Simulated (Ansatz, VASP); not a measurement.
# Two plane-wave programs on InSb

Contents of INCAR:

```
SYSTEM = InSb
PREC = Accurate
ENCUT = 520
EDIFF = 1E-6
ISMEAR = 0
SIGMA = 0.15
LREAL = .False.
LASPH = .True.
NELM = 80
ALGO = Normal
ISIF = 2
LWAVE = .False.
LCHARG = .False.
GGA = PE
NBANDS = 16
```

Contents of KPOINTS:

```
Automatic mesh
0
Gamma
  14 14 14
  0 0 0
```

POSCAR

```
InSb
1.0
    0.0000000000      3.0663058498      3.2579499654
    3.0663058498      0.0000000000      3.2579499654
    3.0663058498      3.0663058498      0.0000000000
In Sb
1 1
Direct
    0.0000000000      0.0000000000      0.0000000000
    0.5000000000      0.5000000000      0.5000000000
```

Input for Ansatz:

```yaml
crystal:
  lattice:
    - [0.0, 3.0663058498, 3.2579499654]
    - [3.0663058498, 0.0, 3.2579499654]
    - [3.0663058498, 3.0663058498, 0.0]
  atoms:
    - { symbol: In, position: [0.0, 0.0, 0.0] }
    - { symbol: Sb, position: [0.5, 0.5, 0.5] }
basis:
  ecutwfc: 420
kpoints:
  mp_grid: { grid: [14, 14, 14] }
hamiltonian:
  xc: pbe
  pseudopotentials: { kind: paw, azcp: { folder: soft_1 } }
scf:
  occupations: { method: gaussian, width: 0.15 }
output:
  forces: true
  stress: true
  eigenvalues: true
```

Alike in both runs: task single point; functional PBE; k mesh 14 × 14 × 14; occupations gaussian, width 0.15 eV; no spin polarisation.

|  | VASP | Ansatz |
| --- | --- | --- |
| version | VASP 6.6.1 | Ansatz 0.2.0 |
| potentials or method | VASP PAW PBE potentials, release 64 (In_d, Sb), cutoff 520 eV | scalar-relativistic, plane waves, PAW |
| valence electrons in the cell | 18 | 28 |

VASP gave:

| Property | Result |
| --- | --- |
| gap on the k mesh at the Fermi level (eV) | none |
| pressure (GPa) | -1.9 |
| traceless stress, the component that is largest in VASP (GPa) | -2.04 |

Question: Which values does Ansatz return?

Answer: gap on the k mesh at the Fermi level (eV): none; pressure (GPa): -1.9; traceless stress, the component that is largest in VASP (GPa): -2.05.

A gap of «none» marks a metal or a gap that the smearing closes. VASP's potentials hold 18 valence electrons a cell and Ansatz's 28, so a difference there can come from the potentials and not from the codes.

Spin-orbit coupling is off throughout.
